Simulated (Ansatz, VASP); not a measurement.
**Two plane-wave programs on HfB10**

```
Hf B
1.0
     4.16300    0.00000    0.00000
     0.00000    4.16300    0.00000
     0.00000    0.00000    6.06561
Hf B
1 10
Direct
  0.00000 0.00000 0.00000
  0.30146 0.00000 0.66079
  0.69854 0.00000 0.66079
  0.00000 0.30146 0.66079
  0.00000 0.69854 0.66079
  0.69854 0.00000 0.33921
  0.30146 0.00000 0.33921
  0.00000 0.30146 0.33921
  0.00000 0.69854 0.33921
  0.50000 0.50000 0.35739
  0.50000 0.50000 0.64261
```

Alike in both runs: functional PBE; k mesh 10 × 10 × 6; occupations gaussian, width 0.1 eV; no spin polarisation.

Ansatz relaxed the structure, and its values are those at the end. VASP's run is a single point on that final structure, the one shown.

```csv
,VASP,Ansatz
version,VASP 6.6.1,Ansatz 0.2.0
potentials or method,"VASP PAW PBE potentials, release 64 (Hf_pv, B), cutoff 520 eV","scalar-relativistic, plane waves, PAW"
valence electrons in the cell,40,56
```

|  | VASP | Ansatz | Ansatz less VASP |
| --- | --- | --- | --- |
| gap on the k mesh at the Fermi level (eV) | none | none | - |
| pressure (GPa) | -0.1 | 0.0 | +0.10 |
| rms of the force components (eV/Å) | 0.007 | 0.001 | -0.0058 |

A gap of «none» marks a metal or a gap that the smearing closes. The functional is the same, so the differences come from potentials, cutoffs and numerics. VASP's potentials hold 40 valence electrons a cell and Ansatz's 56, so a difference there can come from the potentials and not from the codes.

Neither program's run includes spin-orbit coupling.
